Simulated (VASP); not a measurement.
A run of VASP 6.6.1:

INCAR

```
SYSTEM = LiTmH4
PREC = Accurate ; ENCUT = 750
EDIFF = 1E-6 ; ISMEAR = 0
SIGMA = 0.1 ; LREAL = .False.
LASPH = .True. ; NELM = 200
ALGO = Normal ; ISIF = 2
LWAVE = .False. ; LCHARG = .False.
GGA = PE ; NBANDS = 17
GGA_COMPAT = .False. ; LMAXMIX = 6
```

KPOINTS

```
regular mesh
0
Gamma
  6 6 4
  0 0 0
```

POSCAR

```
LiTmH4
1.0
    2.1822057936     -2.7564930667      0.0000000000
    2.1822057936      2.7564930667      0.0000000000
    0.0000000000      0.0000000000      4.7917002968
Li Tm H
1 1 4
Direct
    0.0000000000      0.0000000000      0.1854331664
    0.5000000000      0.5000000000      0.6529142390
    0.8318188263      0.1681811737      0.8321054472
    0.1681811737      0.8318188263      0.8321054472
    0.5000000000      0.0000000000      0.3783822751
    0.0000000000      0.5000000000      0.3783822751
```

Potentials or basis: VASP PAW PBE potentials, release 64 (Li_sv, Tm_3, H), 4f in core.

Run with:

```bash
$ cat potpaw_PBE.64/Li_sv/POTCAR potpaw_PBE.64/Tm_3/POTCAR potpaw_PBE.64/H/POTCAR > POTCAR
$ mpirun -np 1 vasp_std > vasp.out
```

Hardware: 1 thread of AMD EPYC 9R45 96-Core Processor (Zen 5), with other jobs on the host.

Question: Estimate the wall time of this run.

Answer: It took 43 s on 1 thread of AMD EPYC 9R45 96-Core Processor (Zen 5), on a shared host, peak memory 0.23 GiB. Counts: scf iterations 14, k points 39.
